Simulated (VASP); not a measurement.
# MgO (Cm) in VASP: a series of runs

MgO is run at these levels: r2SCAN; tasks: single point.

Everything below comes from runs of VASP 6.6.1. Logs are shortened: lines on timing, memory, paths and dates and some standing lists are left out, and cuts for length are marked.

### 1 The cell of the first run

The structure is monoclinic, space group Cm (No. 8). The conventional cell has a = 5.230 Å, b = 3.020 Å, c = 3.020 Å, α = 90.00°, β = 125.26°, γ = 90.00°. Within 2.2 Å of Mg (site symmetry m) lie 3 O at 1.65 to 1.86 Å. Within 2.2 Å of O (site symmetry m) lie 3 Mg at 1.65 to 1.86 Å.

### 2 Single point, r2SCAN (atom 2 (O) moved by (-0.600, -0.600) A along [1 1 0] and z)

File POSCAR:

```
MgO
1.0
    0.0000000000      2.1351500000      2.1351500000
    2.1351500000      0.0000000000      2.1351500000
    2.1351500000      2.1351500000      0.0000000000
Mg O
1 1
Direct
    0.0000000000      0.0000000000      0.0000000000
    0.3594946491      0.3594946491      0.4418007781
```

File INCAR.step1:

```
  PREC = Accurate
  ENCUT = 520
  ISMEAR = 0
  SIGMA = 0.05
  LREAL = False
  LASPH = True
  NELM = 80
  NBANDS = 11
  GGA = PE
  ALGO = Normal
  EDIFF = 1E-4
  LWAVE = True
  LCHARG = False
```

File INCAR.step2:

```
  PREC = Accurate
  ENCUT = 520
  EDIFF = 1E-6
  ISMEAR = 0
  SIGMA = 0.05
  LREAL = False
  LASPH = True
  NELM = 80
  ALGO = Normal
  ISIF = 2
  LWAVE = False
  LCHARG = True
  METAGGA = R2SCAN
  LMIXTAU = True
  LELF = True
  LVHAR = True
  NBANDS = 11
  ISTART = 1
```

File KPOINTS:

```
regular mesh
0
Gamma
  10 10 10
```

Potentials or basis: VASP PAW PBE potentials, release 64 (Mg, O).

Launch:

```console
$ cat potpaw_PBE.64/Mg/POTCAR potpaw_PBE.64/O/POTCAR > POTCAR
$ cp INCAR.step1 INCAR
$ mpirun -np 1 vasp_std > vasp.out
$ cp INCAR.step2 INCAR
$ mpirun -np 1 vasp_std > vasp.out
```

OUTCAR:

```text
PREC = Accurate
   ENCUT = 520
   EDIFF = 1E-6
   ISMEAR = 0
   LREAL = False
   LASPH = True
   NELM = 80
   ISIF = 2
   METAGGA = R2SCAN
   ISTART = 1

 ion  position               nearest neighbor table
   1  0.000  0.000  0.000-   2 1.65   2 1.86   2 1.86   2 2.66   2 2.66   2 2.80
   2  0.359  0.359  0.442-   1 1.65   1 1.86   1 1.86   1 2.66   1 2.66   1 2.80

  LATTYP: Found a face centered cubic cell.
 ALAT       =     4.2703000000

  Lattice vectors:

 A1 = (   0.0000000000,   2.1351500000,   2.1351500000)
 A2 = (   2.1351500000,   0.0000000000,   2.1351500000)
 A3 = (   2.1351500000,   2.1351500000,   0.0000000000)

Analysis of symmetry for initial positions (statically):
=====================================================================
 Subroutine PRICEL returns:
 Original cell was already a primitive cell.

 Routine SETGRP: Setting up the symmetry group for a
 face centered cubic supercell.

 Subroutine GETGRP returns: Found  2 space group operations
 (whereof  2 operations were pure point group operations)
 out of a pool of 48 trial point group operations.

The static configuration has the point symmetry C_1h.

Analysis of symmetry for dynamics (positions and initial velocities):
=====================================================================
 Subroutine PRICEL returns:
 Original cell was already a primitive cell.

 Routine SETGRP: Setting up the symmetry group for a
 face centered cubic supercell.

 Subroutine GETGRP returns: Found  2 space group operations
 (whereof  2 operations were pure point group operations)
 out of a pool of 48 trial point group operations.

The dynamic configuration has the point symmetry C_1h.

 Subroutine INISYM returns: Found  2 space group operations
 (whereof  2 operations are pure point group operations),
 and found     1 'primitive' translations

----------------------------------------------------------------------------------------

                                     Primitive cell

  volume of cell :      19.4677

  direct lattice vectors                    reciprocal lattice vectors
     0.000000000  2.135150000  2.135150000    -0.234175585  0.234175585  0.234175585
     2.135150000  0.000000000  2.135150000     0.234175585 -0.234175585  0.234175585
     2.135150000  2.135150000  0.000000000     0.234175585  0.234175585 -0.234175585

  length of vectors
     3.019558088  3.019558088  3.019558088     0.405604011  0.405604011  0.405604011

[... 75 lines left out ...]
   LNONCOLLINEAR =      F non collinear calculations
   LSORBIT =      F    spin-orbit coupling
   LASPH  =      T    aspherical Exc in radial PAW
   ENCUT  =  520.0 eV  38.22 Ry    6.18 a.u.   5.61  5.61  5.61*2*pi/ulx,y,z
   NELM   =     80;   NELMIN=  2; NELMDL=  0     # of ELM steps
   EDIFF  = 0.1E-05   stopping-criterion for ELM
   LREAL  =      F    real-space projection
[... 7 lines left out ...]
   TEBEG  =    0.0;   TEEND  =   0.0 temperature during run
   PSTRESS=    0.0 pullay stress
   NELECT =       8.0000    total number of electrons
   NUPDOWN=      -1.0000    fix difference up-down
   EMIN   =  10.00;   EMAX   =-10.00  energy-range for DOS
   EFERMI =   0.00;   METHOD = LEGACY
   ISMEAR =     0;   SIGMA  =   0.05  broadening in eV -4-tet -1-fermi 0-gaus
   EFERMI_NEDOS =   21; number of points for ismear=-14 and -15
   IALGO  =     38    algorithm
   IMIX   =      4    mixing-type and parameters
     AMIX     =   0.40;   BMIX     =  1.00
     AMIX_MAG =   1.60;   BMIX_MAG =  1.00
  volume/ion in A,a.u.               =       9.73        65.69
  Fermi-wavevector in a.u.,A,eV,Ry     =   1.217119  2.300022 20.155386  1.481379
  Thomas-Fermi vector in A             =   2.352450
   LORBIT       =      0    0 simple, 1 ext, 2 COOP (PROOUT), +10 PAW based schemes
   METAGGA = R2SCAN    functional components
   LHFCALC =     F    Hartree Fock is set to
   AEXX    =    0.0000 exact exchange contribution
   IVDW    =     0    specifies the selected vdW correction
   LEPSILON=     F    determine dielectric tensor
   LRPA    =     F    only Hartree local field effects (RPA)
 non-spin polarized calculation
 Gauss-broadening in eV      SIGMA  =   0.05
  energy-cutoff  :      520.00
  volume of cell :       19.47
 maximum number of plane-waves:       544
   NGX = 11   NGY = 11   NGZ = 11

 number of electron       7.9999998 magnetization

 Free energy of the ion-electron system (eV)
  ---------------------------------------------------
  ext. energy  EPLUGINS =         0.00000000
  ---------------------------------------------------
  free energy    TOTEN  =       -14.55456188 eV

  energy without entropy =      -14.55456188  energy(sigma->0) =      -14.55456188

 E-fermi :   2.7846     XC(G=0): -11.1795

 val. band max:        2.4930762732   @ k =   0.0000   0.0000   0.0000
 cond. band min:       6.9570799528   @ k =   0.0000   0.0000   0.0000
 fundamental gap:      4.4640036796
 Fermi energy:         2.7845669386

 k-point     1 :       0.0000    0.0000    0.0000
  band No.  band energies     occupation
      1     -15.7940      2.00000
      2       1.5722      2.00000
      3       1.6475      2.00000
      4       2.4931      2.00000
      5       6.9571      0.00000
      6      19.5756      0.00000
      7      20.2927      0.00000
      8      21.2779      0.00000
      9      23.1260      0.00000
     10      24.8277      0.00000
     11      25.2334      0.00000
[... 309 lines left out ...]
 k-point    24 :       0.1000   -0.1000   -0.1000
  band No.  band energies     occupation
      1     -15.4829      2.00000
      2       0.3130      2.00000
      3       1.4306      2.00000
      4       2.2954      2.00000
      5       8.6571      0.00000
      6      16.6364      0.00000
      7      19.5338      0.00000
      8      20.1240      0.00000
      9      24.2178      0.00000
     10      25.7093      0.00000
     11      26.3027      0.00000

 [... further k-points ...]
[... 5 lines left out ...]
  --------------------------------------------------------------------------------------
  -------------------------------------------------------------------------------------
  Total        2.7866932      2.7866932      9.9986255     -0.3176320     -2.8865784     -2.8865413
  in kB      229.3425157    229.3425157    822.8784991    -26.1408488   -237.5629827   -237.5599295
  external PRESSURE =     427.1878435 kB  Pullay stress =       0.0000000 kB

 VOLUME and BASIS-vectors are now :
 -----------------------------------------------------------------------------
  energy-cutoff  :      520.00
  volume of cell :       19.47
      direct lattice vectors                 reciprocal lattice vectors
     0.000000000  2.135150000  2.135150000    -0.234175585  0.234175585  0.234175585
     2.135150000  0.000000000  2.135150000     0.234175585 -0.234175585  0.234175585
     2.135150000  2.135150000  0.000000000     0.234175585  0.234175585 -0.234175585

 POSITION                                       TOTAL-FORCE (eV/Angst)
 -----------------------------------------------------------------------------------
      0.00000      0.00000      0.00000         0.593006      0.593006     -5.494636
      1.71089      1.71089      1.53515        -0.593006     -0.593006      5.494636
 -----------------------------------------------------------------------------------
    total drift:                                0.000751      0.000751      0.001115

  FREE ENERGIE OF THE ION-ELECTRON SYSTEM (eV)
  ---------------------------------------------------
  free  energy   TOTEN  =       -14.5545618768 eV

  energy  without entropy=      -14.5545618768  energy(sigma->0) =      -14.55456188
```

OUTCAR.step1:

```text
PREC = Accurate
   ENCUT = 520
   ISMEAR = 0
   LREAL = False
   LASPH = True
[... 557 lines left out ...]
      0.00000      0.00000      0.00000         0.567451      0.567451     -5.445702
      1.71089      1.71089      1.53515        -0.567451     -0.567451      5.445702
 -----------------------------------------------------------------------------------
    total drift:                                0.000426      0.000426     -0.000168

  FREE ENERGIE OF THE ION-ELECTRON SYSTEM (eV)
  ---------------------------------------------------
  free  energy   TOTEN  =       -10.3286685860 eV

  energy  without entropy=      -10.3286685860  energy(sigma->0) =      -10.32866859
```

It took 2.5 min on 1 thread of Intel Xeon Platinum 8124M at 3.00GHz (Skylake/Cascade Lake), shared host; peak memory 0.2 GiB.

Results:

```
Free energy            : -14.5546 eV
Pressure               : 42.7 GPa
Largest force          : 5.558 eV/Å
Band gap on the k mesh : 4.46 eV, direct
```

Forces on the atoms (eV/Å):
```
Mg   0.593  0.593 -5.495
O   -0.593 -0.593  5.495
```

Stress tensor (GPa, compression positive):
```
 22.93  -2.61 -23.76
 -2.61  22.93 -23.76
-23.76 -23.76  82.29
```

Caveat: the cell differs from its parent crystal (atom 2 (O) moved by (-0.600, -0.600) A along [1 1 0] and z); the PAW data sets were made with another functional, which shifts forces and pressure a little.

### 3 Single point, r2SCAN (atom 2 (O) moved by (-0.600, -0.300) A along [1 1 0] and z)

Edit POSCAR of step 2 so:

```diff
@@ -9,2 +9,2 @@
     0.0000000000      0.0000000000      0.0000000000
-    0.3594946491      0.3594946491      0.4418007781
+    0.4297473245      0.4297473245      0.3715481026
```

File INCAR.step1:

```
SYSTEM = MgO
PREC = Accurate
ENCUT = 520
ISMEAR = 0
SIGMA = 0.05
LREAL = .False.
LASPH = .True.
NELM = 60
NBANDS = 11
GGA = PE
ALGO = Normal
EDIFF = 1E-4
LWAVE = .True.
LCHARG = .False.
```

File INCAR.step2:

```
SYSTEM = MgO
PREC = Accurate
ENCUT = 520
EDIFF = 1E-6
ISMEAR = 0
SIGMA = 0.05
LREAL = .False.
LASPH = .True.
NELM = 60
ALGO = Normal
ISIF = 2
LWAVE = .False.
LCHARG = .True.
METAGGA = R2SCAN
LMIXTAU = .True.
LELF = .True.
LVHAR = .True.
NBANDS = 11
ISTART = 1
```

File KPOINTS:

```
Automatic mesh
0
Gamma
  10 10 10
  0 0 0
```

Potentials or basis: VASP PAW PBE potentials, release 64 (Mg, O).

Launch:

```console
$ cat potpaw_PBE.64/Mg/POTCAR potpaw_PBE.64/O/POTCAR > POTCAR
$ cp INCAR.step1 INCAR
$ mpirun -np 1 vasp_std > vasp.out
$ cp INCAR.step2 INCAR
$ mpirun -np 1 vasp_std > vasp.out
```

Run time: 2.5 min. Hardware: 1 thread of Intel Xeon Platinum 8124M at 3.00GHz (Skylake/Cascade Lake), shared host; peak memory 0.19 GiB.

The run converged. Its results:

- Free energy: -15.1675 eV
- Pressure: 25.6 GPa
- Largest force: 2.898 eV/Å
- Band gap on the k mesh: 4.72 eV, direct

Forces in eV/Å, atoms in the order of the input:
```
Mg  -2.048 -2.048 -0.084
O    2.048  2.048  0.084
```

Stress tensor (GPa, compression positive):
```
 34.73 -14.75  -6.21
-14.75  34.73  -6.21
 -6.21  -6.21   7.31
```

Levels at points of the mesh, in eV from the valence-band top:
```tsv
k point	band 1	band 2	band 3	band 4	band 5	band 6	band 7	band 8	band 9
(0.00, 0.00, 0.00)	-18.18	-0.69	-0.58	0.00	4.72	16.85	17.38	19.26	19.50
(0.50, 0.00, 0.00)	-17.11	-4.46	-0.88	-0.33	8.34	11.65	16.15	18.46	20.13
(0.00, 0.00, 0.50)	-17.13	-4.48	-1.02	-0.35	8.48	11.75	16.13	18.52	20.50
(0.50, 0.50, 0.50)	-17.13	-4.40	-1.19	-1.06	9.32	12.52	16.92	17.14	21.80
(0.50, 0.50, 0.00)	-16.86	-3.92	-1.73	-1.41	8.84	11.13	13.90	19.02	21.91
(0.00, 0.50, 0.50)	-16.86	-3.84	-1.63	-1.42	8.82	10.76	13.81	19.29	21.56
```

Caveat: the cell differs from its parent crystal (atom 2 (O) moved by (-0.600, -0.300) A along [1 1 0] and z); the PAW data sets were made with another functional, which shifts forces and pressure a little.

### 4 Single point, r2SCAN (atom 2 (O) moved by (-0.300, -0.300) A along [1 1 0] and z)

Edit POSCAR of step 3 so:

```diff
@@ -9,2 +9,2 @@
     0.0000000000      0.0000000000      0.0000000000
-    0.4297473245      0.4297473245      0.3715481026
+    0.4297473245      0.4297473245      0.4709003890
```

File INCAR.step1:

```
SYSTEM = MgO
PREC     = Accurate       ! precision mode
ENCUT    = 520            ! plane-wave cutoff, eV
ISMEAR   = 0              ! smearing method
SIGMA    = 0.05           ! smearing width, eV
LREAL    = .False.        ! projectors in reciprocal space
LASPH    = .True.         ! aspherical terms in the spheres
NELM     = 80             ! most SCF steps
NBANDS   = 11             ! bands
GGA      = PE             ! functional
ALGO     = Normal         ! electronic algorithm
EDIFF    = 1E-4           ! SCF threshold, eV
LWAVE    = .True.         ! write WAVECAR
LCHARG   = .False.        ! write CHGCAR
```

File INCAR.step2:

```
SYSTEM = MgO
PREC     = Accurate       ! precision mode
ENCUT    = 520            ! plane-wave cutoff, eV
EDIFF    = 1E-6           ! SCF threshold, eV
ISMEAR   = 0              ! smearing method
SIGMA    = 0.05           ! smearing width, eV
LREAL    = .False.        ! projectors in reciprocal space
LASPH    = .True.         ! aspherical terms in the spheres
NELM     = 80             ! most SCF steps
ALGO     = Normal         ! electronic algorithm
ISIF     = 2              ! what is computed and relaxed
LWAVE    = .False.        ! write WAVECAR
LCHARG   = .False.        ! write CHGCAR
METAGGA  = R2SCAN         ! meta-GGA
LMIXTAU  = .True.       
NBANDS   = 11             ! bands
ISTART   = 1
```

File KPOINTS:

```
regular mesh
0
Gamma
  10 10 10
  0 0 0
```

Potentials or basis: VASP PAW PBE potentials, release 64 (Mg, O).

Launch:

```console
$ cat potpaw_PBE.64/Mg/POTCAR potpaw_PBE.64/O/POTCAR > POTCAR
$ cp INCAR.step1 INCAR
$ mpirun -np 1 vasp_std > vasp.out
$ cp INCAR.step2 INCAR
$ mpirun -np 1 vasp_std > vasp.out
```

OUTCAR:

```text
SYSTEM = MgO
   PREC = Accurate
   ENCUT = 520
   EDIFF = 1E-6
   ISMEAR = 0
   LREAL = .False.
   LASPH = .True.
   NELM = 80
   ISIF = 2
   METAGGA = R2SCAN
   ISTART = 1

 ion  position               nearest neighbor table
   1  0.000  0.000  0.000-   2 1.86   2 1.96   2 1.96   2 2.38   2 2.38   2 2.45
   2  0.430  0.430  0.471-   1 1.86   1 1.96   1 1.96   1 2.38   1 2.38   1 2.45

  LATTYP: Found a face centered cubic cell.
 ALAT       =     4.2703000000

  Lattice vectors:

 A1 = (   0.0000000000,   2.1351500000,   2.1351500000)
 A2 = (   2.1351500000,   0.0000000000,   2.1351500000)
 A3 = (   2.1351500000,   2.1351500000,   0.0000000000)

Analysis of symmetry for initial positions (statically):
=====================================================================
 Subroutine PRICEL returns:
 Original cell was already a primitive cell.

 Routine SETGRP: Setting up the symmetry group for a
 face centered cubic supercell.

 Subroutine GETGRP returns: Found  2 space group operations
 (whereof  2 operations were pure point group operations)
 out of a pool of 48 trial point group operations.

The static configuration has the point symmetry C_1h.

Analysis of symmetry for dynamics (positions and initial velocities):
[... 168 lines left out ...]
      1     -15.6045      2.00000
      2       2.1431      2.00000
      3       2.2094      2.00000
      4       2.4543      2.00000
      5       7.4724      0.00000
      6      19.1640      0.00000
      7      19.3654      0.00000
      8      20.2531      0.00000
      9      22.5939      0.00000
     10      24.9855      0.00000
     11      25.0819      0.00000
[... 309 lines left out ...]
 k-point    24 :       0.1000   -0.1000   -0.1000
  band No.  band energies     occupation
      1     -15.2826      2.00000
      2       0.6603      2.00000
      3       1.8893      2.00000
      4       2.2523      2.00000
      5       9.2528      0.00000
      6      16.2532      0.00000
      7      19.5334      0.00000
      8      19.8100      0.00000
      9      22.9174      0.00000
     10      25.5402      0.00000
     11      26.4518      0.00000

 [... further k-points ...]
[... 5 lines left out ...]
  --------------------------------------------------------------------------------------
  -------------------------------------------------------------------------------------
  Total        0.2138825      0.2138825      2.0405498     -0.1929616     -0.4205958     -0.4205879
  in kB       17.6023542     17.6023542    167.9355398    -15.8805760    -34.6146854    -34.6140324
  external PRESSURE =      67.7134161 kB  Pullay stress =       0.0000000 kB

 VOLUME and BASIS-vectors are now :
 -----------------------------------------------------------------------------
  energy-cutoff  :      520.00
  volume of cell :       19.47
      direct lattice vectors                 reciprocal lattice vectors
     0.000000000  2.135150000  2.135150000    -0.234175585  0.234175585  0.234175585
     2.135150000  0.000000000  2.135150000     0.234175585 -0.234175585  0.234175585
     2.135150000  2.135150000  0.000000000     0.234175585  0.234175585 -0.234175585

 POSITION                                       TOTAL-FORCE (eV/Angst)
 -----------------------------------------------------------------------------------
      0.00000      0.00000      0.00000        -0.699111     -0.699111     -1.757945
      1.92302      1.92302      1.83515         0.699111      0.699111      1.757945
 -----------------------------------------------------------------------------------
    total drift:                                0.000545      0.000545      0.001218

  FREE ENERGIE OF THE ION-ELECTRON SYSTEM (eV)
  ---------------------------------------------------
  free  energy   TOTEN  =       -15.7263964355 eV

  energy  without entropy=      -15.7263964355  energy(sigma->0) =      -15.72639644
```

OUTCAR.step1:

```text
SYSTEM = MgO
   PREC = Accurate
   ENCUT = 520
   ISMEAR = 0
   LREAL = .False.
   LASPH = .True.
[... 557 lines left out ...]
      0.00000      0.00000      0.00000        -0.703448     -0.703448     -1.754592
      1.92302      1.92302      1.83515         0.703448      0.703448      1.754592
 -----------------------------------------------------------------------------------
    total drift:                                0.000343      0.000343      0.000608

  FREE ENERGIE OF THE ION-ELECTRON SYSTEM (eV)
  ---------------------------------------------------
  free  energy   TOTEN  =       -11.4990815837 eV

  energy  without entropy=      -11.4990815837  energy(sigma->0) =      -11.49908158
```

It took 2.6 min on 1 thread of Intel Xeon Platinum 8124M at 3.00GHz (Skylake/Cascade Lake), shared host; peak memory 0.19 GiB.

What came out:

- Free energy: -15.7264 eV
- Pressure: 6.8 GPa
- Largest force: 2.017 eV/Å
- Band gap on the k mesh: 5.02 eV, direct

Forces on the atoms (eV/Å):
```
Mg  -0.699 -0.699 -1.758
O    0.699  0.699  1.758
```

Stress tensor (GPa, compression positive):
```
 1.76 -1.59 -3.46
-1.59  1.76 -3.46
-3.46 -3.46 16.79
```

Caveat: the cell differs from its parent crystal (atom 2 (O) moved by (-0.300, -0.300) A along [1 1 0] and z); the PAW data sets were made with another functional, which shifts forces and pressure a little.
